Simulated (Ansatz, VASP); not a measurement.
## Zn in VASP and in Ansatz

```
Zn
1.0
     2.55141    0.00000    0.00000
    -1.27570    2.20958    0.00000
     0.00000    0.00000    4.85098
Zn
2
Direct
  0.33333 0.66667 0.25000
  0.66667 0.33333 0.75000
```

Alike in both runs: functional LDA; k mesh 18 × 18 × 10; occupations gaussian, width 0.1 eV; no spin polarisation.

Ansatz relaxed the structure, and its values are those at the end. VASP's run is a single point on that final structure, the one shown.

|  | VASP | Ansatz |
| --- | --- | --- |
| version | VASP 6.6.1 | Ansatz 0.2.0 |
| potentials or method | VASP PAW LDA potentials, release 64 (Zn), cutoff 520 eV | scalar-relativistic, plane waves, PAW |
| valence electrons in the cell | 24 | 24 |

|  | VASP | Ansatz | Ansatz less VASP |
| --- | --- | --- | --- |
| gap on the k mesh at the Fermi level (eV) | none | none | - |
| pressure (GPa) | 0.7 | 0.0 | -0.71 |

LDA's correlation is that of Perdew and Zunger in VASP and of Perdew and Wang (1992) in Ansatz. A gap of «none» marks a metal or a gap that the smearing closes.
